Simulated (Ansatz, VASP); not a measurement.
## TaGaGeSe in VASP and in Ansatz

```
Ta Ga Ge Se
1.0
     3.94753    0.00000    0.00000
     0.00000    3.94753    0.00000
     0.00000    0.00000    5.56974
Ta Ga Ge Se
1 1 1 1
Direct
  0.00000 0.00000 0.50000
  0.50000 0.50000 0.50000
  0.50000 0.50000 0.00000
  0.00000 0.00000 0.00000
```

Change from the starting cell: species swapped into the SnTePbSe type (P4/mmm, No. 123).

Alike in both runs: task single point; functional PBE; k mesh 4 × 4 × 4; occupations gaussian, width 0.1 eV; collinear spin.

|  | VASP | Ansatz |
| --- | --- | --- |
| version | VASP 6.6.1 | Ansatz 0.2.0 |
| potentials or method | VASP PAW PBE potentials, release 64 (Ta_pv, Ga_d, Ge_d, Se), cutoff 520 eV | scalar-relativistic, plane waves, PAW |
| valence electrons in the cell | 44 | 56 |

```tsv
	VASP	Ansatz	Ansatz less VASP
gap on the k mesh at the Fermi level (eV)	none	none	-
pressure (GPa)	-6.9	-7.0	-0.07
traceless stress, the component that is largest in VASP (GPa)	-2.25	-2.21	+0.040
net moment per atom (μB)	0.00	0.00	0.000
```

A gap of «none» marks a metal or a gap that the smearing closes. VASP's potentials hold 44 valence electrons a cell and Ansatz's 56, so a difference there can come from the potentials and not from the codes. Ansatz's warnings: seeded moment not kept.

The k mesh is coarse, so the values compare programs but aren't converged. Spin-orbit coupling is off throughout.
